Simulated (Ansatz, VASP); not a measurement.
# ScSbSe3: VASP beside Ansatz

The input INCAR:

```
SYSTEM = ScSbSe3
ALGO = Fast ; EDIFF = 1E-7
ENCUT = 520 ; GGA = PE
ISIF = 2 ; ISMEAR = 0
ISPIN = 2 ; LASPH = .TRUE.
LCHARG = .FALSE. ; LMAXMIX = 4
LORBIT = 11 ; LREAL = .FALSE.
LWAVE = .FALSE. ; MAGMOM = 1 0 0 0 0
NBANDS = 29 ; NELM = 150
PREC = Accurate ; SIGMA = 0.1
```

Contents of KPOINTS:

```
k-points
0
G
  6 6 4
  0 0 0
```

File POSCAR:

```
ScSbSe3
1.0
    5.1690036858      0.0000000000      0.0000000000
   -2.5845018429      4.4764885042      0.0000000000
    0.0000000000      0.0000000000      5.3595188902
Sc Sb Se
1 1 3
Direct
    0.0000000000      0.0000000000      0.5000000000
    0.3333333333      0.6666666667      0.5000000000
    0.6666666667      0.3333333333      0.2619122531
    0.6666666667      0.3333333333      0.7380877469
    0.0000000000      0.0000000000      0.0000000000
```

Input for Ansatz:

```yaml
crystal:
  lattice:
    - [5.1690036858, 0.0, 0.0]
    - [-2.5845018429, 4.4764885042, 0.0]
    - [0.0, 0.0, 5.3595188902]
  atoms:
    - { symbol: Sc, position: [0.0, 0.0, 0.5], spin: 1.0 }
    - { symbol: Sb, position: [0.3333333333, 0.6666666667, 0.5] }
    - { symbol: Se, position: [0.6666666667, 0.3333333333, 0.2619122531] }
    - { symbol: Se, position: [0.6666666667, 0.3333333333, 0.7380877469] }
    - { symbol: Se, position: [0.0, 0.0, 0.0] }
basis:
  ecutwfc: 420
kpoints:
  mp_grid: { grid: [6, 6, 4] }
hamiltonian:
  xc: pbe
scf:
  occupations: { method: gaussian, width: 0.1 }
  lower_state_search: "off"
output:
  forces: true
  stress: true
  eigenvalues: true
  populations: true
magnetization:
  spin_polarized: true
```

Alike in both runs: task single point; functional PBE; k mesh 6 × 6 × 4; occupations gaussian, width 0.1 eV; collinear spin.

```csv
,VASP,Ansatz
version,VASP 6.6.1,Ansatz 0.2.0
potentials or method,"VASP PAW PBE potentials, release 64 (Sc_sv, Sb, Se), cutoff 520 eV","scalar-relativistic, plane waves, PAW"
valence electrons in the cell,34,74
```

Ansatz gave:

| Quantity | Value |
| --- | --- |
| gap on the k mesh at the Fermi level (eV) | none |
| pressure (GPa) | 0.0 |
| traceless stress, the component that is largest in VASP (GPa) | 0.00 |
| net moment per atom (μB) | 0.00 |

Q: What did VASP give for the same quantities?

A: gap on the k mesh at the Fermi level (eV): none; pressure (GPa): 0.0; traceless stress, the component that is largest in VASP (GPa): 0.06; net moment per atom (μB): 0.00.

A gap of «none» marks a metal or a gap that the smearing closes. The functional is the same, so the differences come from potentials, cutoffs and numerics. VASP's potentials hold 34 valence electrons a cell and Ansatz's 74, so a difference there can come from the potentials and not from the codes. Ansatz's warnings: seeded moment not kept.

Spin-orbit coupling is off throughout.
